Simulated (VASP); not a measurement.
# BaTiO3 (P4mm) in VASP: a series of runs

BaTiO3 is run at these levels: r2SCAN; tasks: single point.

Everything below comes from runs of VASP 6.6.1. Logs are shortened: lines on timing, memory, paths and dates and some standing lists are left out, and cuts for length are marked.

## Step 1: The cell of the first run

It takes space group P4mm (No. 99, tetragonal). Conventional cell: a = 3.972 Å, b = 3.972 Å, c = 4.112 Å, α = 90.00°, β = 90.00°, γ = 90.00°. Ba (site symmetry 4mm) has 12 O at 2.72 to 3.00 Å and 8 Ti at 3.47 to 3.50 Å within 3.6 Å. Within 2.4 Å of Ti (site symmetry 4mm) lie 6 O at 1.82 to 2.29 Å. Within 2.4 Å of O (site symmetry 4mm) lie 2 Ti at 1.82 to 2.29 Å. O (site symmetry 2mm) has 2 Ti at 1.99 Å within 2.6 Å.

## Step 2: Single point, r2SCAN (all Ba atoms moved -0.100 Å, as atom 1 along Cartesian [0 0 1])

The input, POSCAR:

```
BaTiO3
1.0
    3.9723167996      0.0000000000      0.0000000000
    0.0000000000      3.9723167996      0.0000000000
    0.0000000000      0.0000000000      4.1123825565
Ba Ti O
1 1 3
Direct
    0.0000000000      0.0000000000      0.9682941009
    0.5000000000      0.5000000000      0.4745255192
    0.5000000000      0.5000000000      0.0315737038
    0.5000000000      0.0000000000      0.5146449361
    0.0000000000      0.5000000000      0.5146449361
```

The input, INCAR.step1:

```
SYSTEM = BaTiO3
  PREC = Accurate
  ENCUT = 520
  ISMEAR = 0
  SIGMA = 0.05
  LREAL = .False.
  LASPH = .True.
  NELM = 100
  NBANDS = 28
  GGA = PE
  ALGO = Normal
  EDIFF = 1E-4
  LWAVE = .True.
  LCHARG = .False.
```

The input, INCAR.step2:

```
SYSTEM = BaTiO3
  PREC = Accurate
  ENCUT = 520
  EDIFF = 1E-6
  ISMEAR = 0
  SIGMA = 0.05
  LREAL = .False.
  LASPH = .True.
  NELM = 100
  ALGO = Normal
  ISIF = 2
  LWAVE = .False.
  LCHARG = .True.
  METAGGA = R2SCAN
  LMIXTAU = .True.
  LELF = .True.
  LVHAR = .True.
  NBANDS = 28
  ISTART = 1
```

The input, KPOINTS:

```
regular mesh
0
Gamma
  8 8 8
  0 0 0
```

Potentials or basis: VASP PAW PBE potentials, release 64 (Ba_sv, Ti_sv, O).

Launch:

```console
> cat potpaw_PBE.64/Ba_sv/POTCAR potpaw_PBE.64/Ti_sv/POTCAR potpaw_PBE.64/O/POTCAR > POTCAR
> cp INCAR.step1 INCAR
> mpirun -np 1 vasp_std > vasp.out
> cp INCAR.step2 INCAR
> mpirun -np 1 vasp_std > vasp.out
```

OUTCAR:

```text
SYSTEM = BaTiO3
   PREC = Accurate
   ENCUT = 520
   EDIFF = 1E-6
   ISMEAR = 0
   LREAL = .False.
   LASPH = .True.
   NELM = 100
   ISIF = 2
   METAGGA = R2SCAN
   ISTART = 1

 ion  position               nearest neighbor table
   1  0.000  0.000  0.968-   4 2.72   5 2.72   5 2.72   4 2.72   3 2.82   3 2.82   3 2.82   3 2.82
                             4 3.00   5 3.00   5 3.00   4 3.00   2 3.47   2 3.47   2 3.47   2 3.47
   2  0.500  0.500  0.475-   3 1.82   4 1.99   5 1.99   4 1.99   5 1.99   3 2.29   1 3.47   1 3.47
                             1 3.47   1 3.47   1 3.50   1 3.50   1 3.50   1 3.50
   3  0.500  0.500  0.032-   2 1.82   2 2.29   1 2.82   1 2.82   1 2.82   1 2.82
   4  0.500  0.000  0.515-   2 1.99   2 1.99   1 2.72   1 2.72   1 3.00   1 3.00
   5  0.000  0.500  0.515-   2 1.99   2 1.99   1 2.72   1 2.72   1 3.00   1 3.00

  LATTYP: Found a simple tetragonal cell.
 ALAT       =     3.9723167996
 C/A-ratio  =     1.0352604699

  Lattice vectors:

 A1 = (   3.9723167996,   0.0000000000,   0.0000000000)
 A2 = (   0.0000000000,   3.9723167996,   0.0000000000)
 A3 = (   0.0000000000,   0.0000000000,   4.1123825565)

Analysis of symmetry for initial positions (statically):
=====================================================================
 Subroutine PRICEL returns:
 Original cell was already a primitive cell.

 Routine SETGRP: Setting up the symmetry group for a
 simple tetragonal supercell.

 Subroutine GETGRP returns: Found  8 space group operations
 (whereof  8 operations were pure point group operations)
 out of a pool of 16 trial point group operations.

The static configuration has the point symmetry C_4v.

Analysis of symmetry for dynamics (positions and initial velocities):
=====================================================================
 Subroutine PRICEL returns:
 Original cell was already a primitive cell.

 Routine SETGRP: Setting up the symmetry group for a
 simple tetragonal supercell.

 Subroutine GETGRP returns: Found  8 space group operations
 (whereof  8 operations were pure point group operations)
 out of a pool of 16 trial point group operations.

The dynamic configuration has the point symmetry C_4v.

 Subroutine INISYM returns: Found  8 space group operations
 (whereof  8 operations are pure point group operations),
 and found     1 'primitive' translations

----------------------------------------------------------------------------------------

                                     Primitive cell

  volume of cell :      64.8905

  direct lattice vectors                    reciprocal lattice vectors
     3.972316800  0.000000000  0.000000000     0.251742258  0.000000000  0.000000000
     0.000000000  3.972316800  0.000000000     0.000000000  0.251742258  0.000000000
     0.000000000  0.000000000  4.112382557     0.000000000  0.000000000  0.243168039

  length of vectors
     3.972316800  3.972316800  4.112382557     0.251742258  0.251742258  0.243168039

  position of ions in fractional coordinates (direct lattice)
     0.000000000  0.000000000  0.968294101
     0.500000000  0.500000000  0.474525519
     0.500000000  0.500000000  0.031573704
     0.500000000  0.000000000  0.514644936
     0.000000000  0.500000000  0.514644936

  ion indices of the primitive-cell ions
   primitive index   ion index
                 1           1
                 2           2
                 3           3
                 4           4
                 5           5

----------------------------------------------------------------------------------------

 KPOINTS: regular mesh

Automatic generation of k-mesh.
 Grid dimensions read from file:
 generate k-points for:    8    8    8

 Generating k-lattice:

  Cartesian coordinates                     Fractional coordinates (reciprocal lattice)
     0.031467782  0.000000000  0.000000000     0.125000000  0.000000000  0.000000000
     0.000000000  0.031467782  0.000000000     0.000000000  0.125000000  0.000000000
     0.000000000  0.000000000  0.030396005     0.000000000  0.000000000  0.125000000

  Length of vectors
     0.031467782  0.031467782  0.030396005

  Shift w.r.t. Gamma in fractional coordinates (k-lattice)
     0.000000000  0.000000000  0.000000000

 Subroutine IBZKPT returns following result:
 ===========================================

 Found     75 irreducible k-points:

 Following reciprocal coordinates:
            Coordinates               Weight
  0.000000  0.000000  0.000000      1.000000
  0.125000  0.000000  0.000000      4.000000
  0.250000  0.000000  0.000000      4.000000
  0.375000  0.000000  0.000000      4.000000
  0.500000  0.000000  0.000000      2.000000
  0.125000  0.125000  0.000000      4.000000
[... 16 lines left out ...]
  0.375000  0.125000  0.125000     16.000000
  0.500000  0.125000  0.125000      8.000000
 [... further k-points ...]
   k-points           NKPTS =     75   k-points in BZ     NKDIM =     75   number of bands    NBANDS=     28
   number of dos      NEDOS =    301   number of ions     NIONS =      5
   total plane-waves  NPLWV =  28800
   dimension x,y,z NGX =    30 NGY =   30 NGZ =   32
   dimension x,y,z NGXF=    60 NGYF=   60 NGZF=   64
   ions per type =               1   1   3
   NGX,Y,Z   is equivalent  to a cutoff of  12.56, 12.56, 12.94 a.u.
   NGXF,Y,Z  is equivalent  to a cutoff of  25.11, 25.11, 25.87 a.u.
 SYSTEM =  BaTiO3
   PREC   = accura    normal or accurate (medium, high low for compatibility)
   ISTART =      1    job   : 0-new  1-cont  2-samecut
   ICHARG =      0    charge: 1-file 2-atom 10-const
   ISPIN  =      1    spin polarized calculation?
   LNONCOLLINEAR =      F non collinear calculations
   LSORBIT =      F    spin-orbit coupling
   LASPH  =      T    aspherical Exc in radial PAW
   ENCUT  =  520.0 eV  38.22 Ry    6.18 a.u.   7.39  7.39  7.65*2*pi/ulx,y,z
   NELM   =    100;   NELMIN=  2; NELMDL=  0     # of ELM steps
   EDIFF  = 0.1E-05   stopping-criterion for ELM
   LREAL  =      F    real-space projection
   EDIFFG = 0.1E-04   stopping-criterion for IOM
   NSW    =      0    number of steps for IOM
   IBRION =     -1    ionic relax: 0-MD 1-quasi-New 2-CG
   NFREE  =      0    steps in history (QN), initial steepest desc. (CG)
   ISIF   =      2    stress and relaxation
   ISYM   =      2    0-nonsym 1-usesym 2-fastsym
   POTIM  = 0.5000    time-step for ionic-motion
   TEBEG  =    0.0;   TEEND  =   0.0 temperature during run
   PSTRESS=    0.0 pullay stress
   NELECT =      40.0000    total number of electrons
   NUPDOWN=      -1.0000    fix difference up-down
   EMIN   =  10.00;   EMAX   =-10.00  energy-range for DOS
   EFERMI =   0.00;   METHOD = LEGACY
   ISMEAR =     0;   SIGMA  =   0.05  broadening in eV -4-tet -1-fermi 0-gaus
   EFERMI_NEDOS =   21; number of points for ismear=-14 and -15
   IALGO  =     38    algorithm
   IMIX   =      4    mixing-type and parameters
     AMIX     =   0.40;   BMIX     =  1.00
     AMIX_MAG =   1.60;   BMIX_MAG =  1.00
  volume/ion in A,a.u.               =      12.98        87.58
  Fermi-wavevector in a.u.,A,eV,Ry     =   1.393267  2.632893 26.411540  1.941193
  Thomas-Fermi vector in A             =   2.516930
   LORBIT       =      0    0 simple, 1 ext, 2 COOP (PROOUT), +10 PAW based schemes
   METAGGA = R2SCAN    functional components
   LHFCALC =     F    Hartree Fock is set to
   AEXX    =    0.0000 exact exchange contribution
   IVDW    =     0    specifies the selected vdW correction
   LEPSILON=     F    determine dielectric tensor
   LRPA    =     F    only Hartree local field effects (RPA)
 non-spin polarized calculation
 Gauss-broadening in eV      SIGMA  =   0.05
  energy-cutoff  :      520.00
  volume of cell :       64.89
 maximum number of plane-waves:      1779
 NGX is ok and might be reduce to    30
   NGX = 15   NGY = 15   NGZ = 15

 number of electron      39.9999986 magnetization

 Free energy of the ion-electron system (eV)
  ---------------------------------------------------
  ext. energy  EPLUGINS =         0.00000000
  ---------------------------------------------------
  free energy    TOTEN  =       -74.22251795 eV

  energy without entropy =      -74.22251795  energy(sigma->0) =      -74.22251795

 E-fermi :   3.8685     XC(G=0): -11.8286

 val. band max:        3.5292433286   @ k =   0.5000   0.5000   0.5000
 cond. band min:       5.7959626083   @ k =   0.0000   0.0000   0.0000
 fundamental gap:      2.2667192797
 Fermi energy:         3.8684834677

 k-point     1 :       0.0000    0.0000    0.0000
  band No.  band energies     occupation
      1     -55.2200      2.00000
      2     -30.4859      2.00000
      3     -30.3746      2.00000
      4     -30.3746      2.00000
      5     -22.0808      2.00000
      6     -14.4065      2.00000
[... 20 lines left out ...]
     27       9.2894      0.00000
     28      11.4997      0.00000

 k-point     2 :       0.1250    0.0000    0.0000
  band No.  band energies     occupation
      1     -55.2198      2.00000
      2     -30.4856      2.00000
      3     -30.3840      2.00000
      4     -30.3743      2.00000
      5     -22.0617      2.00000
      6     -14.4122      2.00000
[... 20 lines left out ...]
     27       9.5569      0.00000
     28      11.8722      0.00000

 k-point     3 :       0.2500    0.0000    0.0000
  band No.  band energies     occupation
      1     -55.2193      2.00000
      2     -30.4847      2.00000
      3     -30.4064      2.00000
      4     -30.3735      2.00000
      5     -22.0147      2.00000
      6     -14.4756      2.00000
[... 20 lines left out ...]
     27      10.2426      0.00000
     28      12.4667      0.00000

 k-point     4 :       0.3750    0.0000    0.0000
  band No.  band energies     occupation
      1     -55.2189      2.00000
      2     -30.4839      2.00000
      3     -30.4288      2.00000
      4     -30.3727      2.00000
      5     -21.9667      2.00000
      6     -14.5809      2.00000
[... 578 lines left out ...]
     27      10.6448      0.00000
     28      12.4369      0.00000

 k-point    23 :       0.3750    0.1250    0.1250
  band No.  band energies     occupation
      1     -55.2186      2.00000
      2     -30.4896      2.00000
      3     -30.4280      2.00000
      4     -30.3817      2.00000
      5     -21.9439      2.00000
      6     -14.4624      2.00000
[... 20 lines left out ...]
     27      11.5442      0.00000
     28      12.7210      0.00000

 k-point    24 :       0.5000    0.1250    0.1250
  band No.  band energies     occupation
      1     -55.2184      2.00000
      2     -30.4892      2.00000
      3     -30.4372      2.00000
      4     -30.3814      2.00000
      5     -21.9256      2.00000
      6     -14.4981      2.00000
[... 20 lines left out ...]
     27      11.9831      0.00000
     28      12.9089      0.00000

 [... further k-points ...]

------------------------ aborting loop because EDIFF is reached ----------------------------------------

  FORCE on cell =-STRESS in cart. coord.  units (eV):
  Direction    XX          YY          ZZ          XY          YZ          ZX
  --------------------------------------------------------------------------------------
  -------------------------------------------------------------------------------------
  Total        0.9409660      0.9409660      1.1411242      0.0000000      0.0000000      0.0000000
  in kB       23.2328913     23.2328913     28.1748916      0.0000000      0.0000000      0.0000000
  external PRESSURE =      24.8802248 kB  Pullay stress =       0.0000000 kB

 VOLUME and BASIS-vectors are now :
 -----------------------------------------------------------------------------
  energy-cutoff  :      520.00
  volume of cell :       64.89
      direct lattice vectors                 reciprocal lattice vectors
     3.972316800  0.000000000  0.000000000     0.251742258  0.000000000  0.000000000
     0.000000000  3.972316800  0.000000000     0.000000000  0.251742258  0.000000000
     0.000000000  0.000000000  4.112382557     0.000000000  0.000000000  0.243168039

 POSITION                                       TOTAL-FORCE (eV/Angst)
 -----------------------------------------------------------------------------------
      0.00000      0.00000      3.98200         0.000000      0.000000      0.718870
      1.98616      1.98616      1.95143        -0.000000     -0.000000     -0.279446
      1.98616      1.98616      0.12984        -0.000000      0.000000     -0.234264
      1.98616      0.00000      2.11642        -0.000000      0.000000     -0.102580
      0.00000      1.98616      2.11642        -0.000000      0.000000     -0.102580
 -----------------------------------------------------------------------------------
    total drift:                                0.000000      0.000000     -0.007225

  FREE ENERGIE OF THE ION-ELECTRON SYSTEM (eV)
  ---------------------------------------------------
  free  energy   TOTEN  =       -74.2225179450 eV

  energy  without entropy=      -74.2225179450  energy(sigma->0) =      -74.22251795
```

Wall time 5.3 min (1 thread of Intel Xeon Platinum 8488C (Sapphire Rapids), shared host); peak memory 0.27 GiB.

Results:

```yaml
Free_energy: -74.2225 eV
Pressure: 2.5 GPa
Largest_force: 0.719 eV/Å
Band_gap_on_the_k_mesh: 2.27 eV (least direct gap 2.74 eV)
```

Forces in eV/Å, atoms in the order of the input:
```
Ba   0.000  0.000  0.719
Ti   0.000  0.000 -0.279
O    0.000  0.000 -0.234
O    0.000  0.000 -0.103
O    0.000  0.000 -0.103
```

Caveat: the cell differs from its parent crystal (all Ba atoms moved -0.100 Å, as atom 1 along Cartesian [0 0 1]); the PAW data sets were made with another functional, which shifts forces and pressure a little; spin-orbit coupling is left out, which moves the levels of the heavy elements. A k mesh can miss the band edges.

(Continued in part 2 of 2.)
